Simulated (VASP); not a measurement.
BP: single point with PBEsol

BP:

```
B P
1.0
     2.26007    2.26007    0.00000
    -2.26007    2.26007    0.00000
     0.00000    2.26007    2.26007
B P
1 1
Direct
  0.00000 0.00000 0.00000
  0.75000 0.25000 0.50000
```

```
Program                : VASP 6.6.1
Task                   : single point
Functional             : PBEsol
Potentials or basis    : VASP PAW PBE potentials, release 64 (B, P)
Cutoff                 : 520 eV
k mesh                 : 8 × 8 × 8
Occupations            : gaussian, width 0.01 eV
Spin                   : no spin polarisation
Dipole correction      : no
Further INCAR settings : ALGO = Normal; EDIFF = 1e-06; NBANDS = 11
```

```yaml
Pressure: 0.1 GPa
Band_gap_on_the_k_mesh: 1.15 eV, indirect (least direct gap 3.37 eV)
```

Levels at points of the mesh, in eV from the valence-band top:
| k point | band 1 | band 2 | band 3 | band 4 | band 5 | band 6 | band 7 | band 8 | band 9 |
| --- | --- | --- | --- | --- | --- | --- | --- | --- | --- |
| (0.00, 0.00, 0.00) | -15.60 | 0.00 | 0.00 | 0.00 | 3.37 | 3.37 | 3.37 | 7.52 | 11.32 |
| (0.50, 0.00, 0.00) | -12.21 | -9.18 | -1.78 | -1.78 | 3.80 | 4.66 | 4.66 | 9.97 | 14.67 |
| (0.50, 0.50, 0.00) | -10.67 | -8.66 | -4.19 | -4.19 | 1.20 | 1.51 | 12.21 | 12.21 | 15.27 |

It took 3.3 s on 1 thread of Intel(R) Xeon(R) Platinum 8488C (Sapphire Rapids), on a shared host, peak memory 0.13 GiB.

Caveat: the PAW data sets were made with another functional, which shifts forces and pressure a little. A k mesh can miss the band edges.
